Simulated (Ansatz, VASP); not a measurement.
One calculation of Sn, two programs

Contents of INCAR:

```
PREC = Accurate ; ENCUT = 520
EDIFF = 1E-7 ; ISMEAR = -1
SIGMA = 0.05 ; LREAL = False
LASPH = True ; NELM = 100
ALGO = Normal ; ISIF = 2
LWAVE = False ; LCHARG = True
GGA = PE ; LELF = True
LVHAR = True ; NBANDS = 21
```

KPOINTS

```
Automatic mesh
0
Gamma
  13 13 7
```

POSCAR

```
Sn
1.0
    2.8729128608      0.0000000000      0.0000000000
   -1.4364564304      2.4880155203      0.0000000000
    0.0000000000      0.0000000000      4.6546651984
Sn
2
Direct
    0.3333333333      0.6666666667      0.2500000000
    0.6666666667      0.3333333333      0.7500000000
```

Input for Ansatz:

```yaml
crystal:
  lattice:
    - [2.8729128608, 0.0, 0.0]
    - [-1.4364564304, 2.4880155203, 0.0]
    - [0.0, 0.0, 4.6546651984]
  atoms:
    - { symbol: Sn, position: [0.3333333333, 0.6666666667, 0.25] }
    - { symbol: Sn, position: [0.6666666667, 0.3333333333, 0.75] }
kpoints:
  mp_grid: { grid: [13, 13, 7] }
scf:
  occupations: { method: fermi_dirac, width: 0.05 }
hamiltonian:
  xc: pbe
  pseudopotentials: { kind: all_electron, lapw: { basis_error: 0.001 } }
output:
  forces: true
  stress: true
  eigenvalues: true
  populations: true
```

Change from the starting cell: volume scaled by 0.6, LAPW.

Alike in both runs: task single point; functional PBE; k mesh 13 × 13 × 7; occupations fermi-dirac, width 0.05 eV; no spin polarisation.

```csv
,VASP,Ansatz
version,VASP 6.6.1,Ansatz 0.2.0
potentials or method,"VASP PAW PBE potentials, release 64 (Sn_d), cutoff 520 eV","all-electron LAPW, scalar-relativistic"
```

VASP gave:

* pressure (GPa): 81.9

Problem. What did Ansatz give for the same quantities?

Solution. Pressure (GPa): 81.8.

Both programs put the cell under a high pressure, so it lies far from rest at this level. Ansatz ran all-electron here, and VASP with PAW potentials.

Noted on VASP's run: the cell as given lies far from equilibrium.
